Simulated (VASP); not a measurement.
Here is a VASP 6.6.1 calculation.

The input INCAR:

```
ALGO = Normal
EDIFF = 1E-6
ENCUT = 520
GGA = PE
ISIF = 2
ISMEAR = -1
LASPH = T
LCHARG = T
LELF = T
LREAL = F
LVHAR = T
LWAVE = F
NBANDS = 14
NELM = 80
PREC = Accurate
SIGMA = 0.05
```

File KPOINTS:

```
k-points
0
Gamma
  14 14 14
```

File POSCAR:

```
TaSi
1.0
    0.0000000000      2.1717683557      2.1717683557
    2.1717683557      0.0000000000      2.1717683557
    2.1717683557      2.1717683557      0.0000000000
Ta Si
1 1
Direct
    0.0000000000      0.0000000000      0.0000000000
    0.5000000000      0.5000000000      0.5000000000
```

Potentials or basis: VASP PAW PBE potentials, release 64 (Ta_pv, Si).

Launch:

```bash
$ cat potpaw_PBE.64/Ta_pv/POTCAR potpaw_PBE.64/Si/POTCAR > POTCAR
$ mpirun -np 1 vasp_std > vasp.out
```

**Question.** What does it give for the pressure?

**Answer.** 218.5 GPa.

**Question.** What does it give for the band gap on the k mesh?

**Answer.** Zero (an odd number of electrons rules out a gap without spin polarisation).

Caveat: the cell stands under pressure; spin-orbit coupling is left out, which moves the levels of the heavy elements.
